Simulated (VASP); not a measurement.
# Pd (I4/mmm) in VASP: notebook

Runs on Pd. Level: PBEsol. Tasks: single point.

All numbers are computed with VASP 6.6.1; they aren't measurements. Logs are shortened: lines on timing, memory, paths and dates and some standing lists are left out, and cuts for length are marked.

## (1) The cell of the first run

The structure is tetragonal, space group I4/mmm (No. 139). The conventional cell has a = 2.613 Å, b = 2.613 Å, c = 3.987 Å, α = 90.00°, β = 90.00°, γ = 90.00°. Within 3.4 Å of Pd (site symmetry 4/mmm) lie 12 Pd at 2.61 to 2.72 Å.

## (2) Single point, PBEsol (strain -0.050 along x and y, +0.025 along z)

File INCAR:

```
PREC = Accurate
ENCUT = 520
EDIFF = 1E-6
ISMEAR = 0
SIGMA = 0.15
LREAL = F
LASPH = T
NELM = 60
ALGO = Fast
ISIF = 2
LWAVE = F
LCHARG = F
GGA = PS
NBANDS = 11
```

File KPOINTS:

```
regular mesh
0
Gamma
  20 20 20
```

File POSCAR:

```
Pd
1.0
    0.0000000000      1.8476550000      1.9935225000
    1.8476550000      0.0000000000      1.9935225000
    1.8476550000      1.8476550000      0.0000000000
Pd
1
Direct
    0.0000000000      0.0000000000      0.0000000000
```

Potentials or basis: VASP PAW PBE potentials, release 64 (Pd).

Launch:

```console
$ cat potpaw_PBE.64/Pd/POTCAR > POTCAR
$ mpirun -np 1 vasp_std > vasp.out
```

OUTCAR:

```text
PREC = Accurate
   ENCUT = 520
   EDIFF = 1E-6
   ISMEAR = 0
   LREAL = F
   LASPH = T
   NELM = 60
   ISIF = 2
   GGA = PS

 ion  position               nearest neighbor table
   1  0.000  0.000  0.000-

  LATTYP: Found a body centered tetragonal cell.
 ALAT       =     2.6129787596
 C/A-ratio  =     1.5258620015

  Lattice vectors:

 A1 = (  -1.8476550000,   0.0000000000,   1.9935225000)
 A2 = (   1.8476550000,   0.0000000000,   1.9935225000)
 A3 = (   0.0000000000,   1.8476550000,  -1.9935225000)

Analysis of symmetry for initial positions (statically):
=====================================================================
 Subroutine PRICEL returns:
 Original cell was already a primitive cell.

 Routine SETGRP: Setting up the symmetry group for a
 body centered tetragonal supercell.

 Subroutine GETGRP returns: Found 16 space group operations
 (whereof 16 operations were pure point group operations)
 out of a pool of 16 trial point group operations.

The static configuration has the point symmetry D_4h.

Analysis of symmetry for dynamics (positions and initial velocities):
=====================================================================
 Subroutine PRICEL returns:
 Original cell was already a primitive cell.

 Routine SETGRP: Setting up the symmetry group for a
 body centered tetragonal supercell.

 Subroutine GETGRP returns: Found 16 space group operations
 (whereof 16 operations were pure point group operations)
 out of a pool of 16 trial point group operations.

The dynamic configuration has the point symmetry D_4h.

 Subroutine INISYM returns: Found 16 space group operations
 (whereof 16 operations are pure point group operations),
 and found     1 'primitive' translations

----------------------------------------------------------------------------------------

                                     Primitive cell

  volume of cell :      13.6111

  direct lattice vectors                    reciprocal lattice vectors
     0.000000000  1.847655000  1.993522500    -0.270613291  0.270613291  0.250812318
     1.847655000  0.000000000  1.993522500     0.270613291 -0.270613291  0.250812318
     1.847655000  1.847655000  0.000000000     0.270613291  0.270613291 -0.250812318

  length of vectors
     2.718080381  2.718080381  2.612978760     0.457569585  0.457569585  0.457569585

  position of ions in fractional coordinates (direct lattice)
     0.000000000  0.000000000  0.000000000

  ion indices of the primitive-cell ions
   primitive index   ion index
                 1           1

----------------------------------------------------------------------------------------

 KPOINTS: regular mesh

Automatic generation of k-mesh.
 Grid dimensions read from file:
 generate k-points for:   20   20   20

 Generating k-lattice:

  Cartesian coordinates                     Fractional coordinates (reciprocal lattice)
    -0.013530665  0.013530665  0.012540616     0.050000000  0.000000000  0.000000000
     0.013530665 -0.013530665  0.012540616     0.000000000  0.050000000  0.000000000
     0.013530665  0.013530665 -0.012540616    -0.000000000 -0.000000000  0.050000000

  Length of vectors
     0.022878479  0.022878479  0.022878479

  Shift w.r.t. Gamma in fractional coordinates (k-lattice)
     0.000000000  0.000000000  0.000000000

 Subroutine IBZKPT returns following result:
 ===========================================

 Found    641 irreducible k-points:

 Following reciprocal coordinates:
            Coordinates               Weight
  0.000000  0.000000  0.000000      1.000000
  0.050000 -0.000000  0.000000      8.000000
  0.100000 -0.000000  0.000000      8.000000
  0.150000  0.000000  0.000000      8.000000
  0.200000 -0.000000  0.000000      8.000000
  0.250000  0.000000  0.000000      8.000000
[... 16 lines left out ...]
 -0.400000  0.050000  0.000000      8.000000
 -0.350000  0.050000  0.000000      8.000000
 [... further k-points ...]
   k-points           NKPTS =    641   k-points in BZ     NKDIM =    641   number of bands    NBANDS=     11
   number of dos      NEDOS =    301   number of ions     NIONS =      1
   total plane-waves  NPLWV =   8000
   dimension x,y,z NGX =    20 NGY =   20 NGZ =   20
   dimension x,y,z NGXF=    40 NGYF=   40 NGZF=   40
   ions per type =               1
   NGX,Y,Z   is equivalent  to a cutoff of  12.23, 12.23, 12.72 a.u.
   NGXF,Y,Z  is equivalent  to a cutoff of  24.47, 24.47, 25.45 a.u.
 SYSTEM =  unknown system
   PREC   = accura    normal or accurate (medium, high low for compatibility)
   ISTART =      0    job   : 0-new  1-cont  2-samecut
   ICHARG =      2    charge: 1-file 2-atom 10-const
   ISPIN  =      1    spin polarized calculation?
   LNONCOLLINEAR =      F non collinear calculations
   LSORBIT =      F    spin-orbit coupling
   LASPH  =      T    aspherical Exc in radial PAW
   ENCUT  =  520.0 eV  38.22 Ry    6.18 a.u.   5.05  5.05  4.86*2*pi/ulx,y,z
   NELM   =     60;   NELMIN=  2; NELMDL= -5     # of ELM steps
   EDIFF  = 0.1E-05   stopping-criterion for ELM
   LREAL  =      F    real-space projection
   EDIFFG = 0.1E-04   stopping-criterion for IOM
   NSW    =      0    number of steps for IOM
   IBRION =     -1    ionic relax: 0-MD 1-quasi-New 2-CG
   NFREE  =      0    steps in history (QN), initial steepest desc. (CG)
   ISIF   =      2    stress and relaxation
   ISYM   =      2    0-nonsym 1-usesym 2-fastsym
   POTIM  = 0.5000    time-step for ionic-motion
   TEBEG  =    0.0;   TEEND  =   0.0 temperature during run
   PSTRESS=    0.0 pullay stress
   NELECT =      10.0000    total number of electrons
   NUPDOWN=      -1.0000    fix difference up-down
   EMIN   =  10.00;   EMAX   =-10.00  energy-range for DOS
   EFERMI =   0.00;   METHOD = LEGACY
   ISMEAR =     0;   SIGMA  =   0.15  broadening in eV -4-tet -1-fermi 0-gaus
   EFERMI_NEDOS =   21; number of points for ismear=-14 and -15
   IALGO  =     68    algorithm
   IMIX   =      4    mixing-type and parameters
     AMIX     =   0.40;   BMIX     =  1.00
     AMIX_MAG =   1.60;   BMIX_MAG =  1.00
  volume/ion in A,a.u.               =      13.61        91.85
  Fermi-wavevector in a.u.,A,eV,Ry     =   1.477216  2.791533 29.690167  2.182166
  Thomas-Fermi vector in A             =   2.591647
   LORBIT       =      0    0 simple, 1 ext, 2 COOP (PROOUT), +10 PAW based schemes
   GGA     = PS    functional components
   LHFCALC =     F    Hartree Fock is set to
   AEXX    =    0.0000 exact exchange contribution
   IVDW    =     0    specifies the selected vdW correction
   LEPSILON=     F    determine dielectric tensor
   LRPA    =     F    only Hartree local field effects (RPA)
 non-spin polarized calculation
 RMM-DIIS sequential band-by-band and
 Gauss-broadening in eV      SIGMA  =   0.15
  energy-cutoff  :      520.00
  volume of cell :       13.61
 maximum number of plane-waves:       380
   NGX = 11   NGY = 11   NGZ =  9

 number of electron      10.0000001 magnetization

 Free energy of the ion-electron system (eV)
  ---------------------------------------------------
  ext. energy  EPLUGINS =         0.00000000
  ---------------------------------------------------
  free energy    TOTEN  =        -5.91392217 eV

  energy without entropy =       -5.89011859  energy(sigma->0) =       -5.90202038

 E-fermi :  11.0358     XC(G=0): -13.8847

 val. band max:       11.0342418251   @ k =   0.4500   0.4500   0.0000
 cond. band min:      11.0391011657   @ k =  -0.4500  -0.0000   0.3000
 fundamental gap:      0.0048593406
 Fermi energy:        11.0357735809

 k-point     1 :       0.0000    0.0000    0.0000
  band No.  band energies     occupation
      1       3.1608      2.00000
      2       7.2617      2.00000
      3       8.1053      2.00000
      4       8.1053      2.00000
      5       9.1783      2.00000
      6      10.0767      2.00000
      7      28.2763      0.00000
      8      32.0798      0.00000
      9      34.1132      0.00000
     10      34.1132      0.00000
     11      38.7017      0.00000

 k-point     2 :       0.0500   -0.0000    0.0000
  band No.  band energies     occupation
      1       3.2592      2.00000
      2       7.2828      2.00000
      3       8.0802      2.00000
      4       8.1405      2.00000
      5       9.1706      2.00000
      6      10.0485      2.00000
      7      28.3958      0.00000
      8      31.9924      0.00000
      9      33.6645      0.00000
     10      34.2405      0.00000
     11      39.3159      0.00000

 k-point     3 :       0.1000   -0.0000    0.0000
  band No.  band energies     occupation
      1       3.5451      2.00000
      2       7.3295      2.00000
      3       8.0205      2.00000
      4       8.2382      2.00000
      5       9.1657      2.00000
      6       9.9749      2.00000
      7      28.7050      0.00000
      8      31.2567      0.00000
      9      33.3772      0.00000
     10      34.6066      0.00000
     11      37.1111      0.00000

 k-point     4 :       0.1500    0.0000    0.0000
  band No.  band energies     occupation
      1       3.9847      2.00000
      2       7.3717      2.00000
      3       7.9575      2.00000
      4       8.3701      2.00000
      5       9.2160      2.00000
      6       9.8906      2.00000
      7      28.9511      0.00000
      8      29.9728      0.00000
      9      33.7708      0.00000
     10      35.1591      0.00000
     11      38.3990      0.00000
[... 239 lines left out ...]
 k-point    22 :      -0.4500    0.0500    0.0000
  band No.  band energies     occupation
      1       5.1149      2.00000
      2       7.3536      2.00000
      3       8.1771      2.00000
      4      10.4947      2.00000
      5      10.8001      1.97369
      6      12.4219      0.00000
      7      19.2187      0.00000
      8      27.3968      0.00000
      9      31.9421      0.00000
     10      33.7825      0.00000
     11      38.7316      0.00000

 k-point    23 :      -0.4000    0.0500    0.0000
  band No.  band energies     occupation
      1       5.1638      2.00000
      2       7.4190      2.00000
      3       8.2220      2.00000
      4      10.0840      2.00000
      5      10.6068      1.99995
      6      11.8792      0.00000
      7      20.3028      0.00000
      8      27.6186      0.00000
      9      32.2038      0.00000
     10      34.4443      0.00000
     11      38.3126      0.00000

 k-point    24 :      -0.3500    0.0500    0.0000
  band No.  band energies     occupation
      1       5.2324      2.00000
      2       7.5134      2.00000
      3       8.3116      2.00000
      4       9.3454      2.00000
      5      10.3353      2.00000
      6      11.2376      0.05709
      7      21.9034      0.00000
      8      28.0312      0.00000
      9      32.7969      0.00000
     10      35.4150      0.00000
     11      37.6144      0.00000

 [... further k-points ...]
[... 5 lines left out ...]
  --------------------------------------------------------------------------------------
  -------------------------------------------------------------------------------------
  Total        1.6247566      1.6247566      0.9646840      0.0000000     -0.0000000      0.0000000
  in kB      191.2520005    191.2520005    113.5540889      0.0000000     -0.0000000      0.0000000
  external PRESSURE =     165.3526966 kB  Pullay stress =       0.0000000 kB

 VOLUME and BASIS-vectors are now :
 -----------------------------------------------------------------------------
  energy-cutoff  :      520.00
  volume of cell :       13.61
      direct lattice vectors                 reciprocal lattice vectors
     0.000000000  1.847655000  1.993522500    -0.270613291  0.270613291  0.250812318
     1.847655000  0.000000000  1.993522500     0.270613291 -0.270613291  0.250812318
     1.847655000  1.847655000  0.000000000     0.270613291  0.270613291 -0.250812318

 POSITION                                       TOTAL-FORCE (eV/Angst)
 -----------------------------------------------------------------------------------
      0.00000      0.00000      0.00000         0.000000     -0.000000      0.000000
 -----------------------------------------------------------------------------------
    total drift:                                0.000000      0.000000      0.000000

  FREE ENERGIE OF THE ION-ELECTRON SYSTEM (eV)
  ---------------------------------------------------
  free  energy   TOTEN  =        -5.9139221665 eV

  energy  without entropy=       -5.8901185900  energy(sigma->0) =       -5.90202038
```

Wall time 51 s (1 thread of Intel Xeon Platinum 8488C (Sapphire Rapids), shared host); peak memory 0.2 GiB.

What came out:

```yaml
Free_energy: -5.9139 eV
Pressure: 16.5 GPa
Band_gap_on_the_k_mesh: zero (band 5 reaches 11.72 eV, above the bottom of band 6 at 9.62 eV)
```

Caveat: the cell differs from its parent crystal (strain -0.050 along x and y, +0.025 along z); the PAW data sets were made with another functional, which shifts forces and pressure a little.

[end of part 1 of 3]
